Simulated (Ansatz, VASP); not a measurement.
# One calculation of Co, two programs

```
CELL_PARAMETERS angstrom
2.35524 0.00000 0.00000
0.00000 2.35524 0.00000
0.00000 0.00000 2.35524
ATOMIC_POSITIONS crystal
Co 0.00000 0.00000 0.00000
```

Alike in both runs: task single point; functional PBEsol; k mesh 15 × 15 × 15; occupations fermi-dirac, width 0.05 eV; collinear spin.

```csv
,VASP,Ansatz
version,VASP 6.6.1,Ansatz 0.2.0
potentials or method,"VASP PAW PBE potentials, release 64 (Co), cutoff 520 eV","plane waves (420 eV) with PAW, scalar-relativistic"
valence electrons in the cell,9,17
```

```tsv
	VASP	Ansatz	Ansatz less VASP
pressure (GPa)	-10.8	-10.2	+0.60
net moment per atom (μB)	1.87	1.89	+0.016
size of the moment on the site where the two differ most (μB)	1.88	1.90	+0.024
```

VASP's potentials were made for PBE, not for PBEsol, and Ansatz warns of the same on its side. Site moments also hang on the region over which each program counts them. VASP's potentials hold 9 valence electrons a cell and Ansatz's 17, so a difference there can come from the potentials and not from the codes.
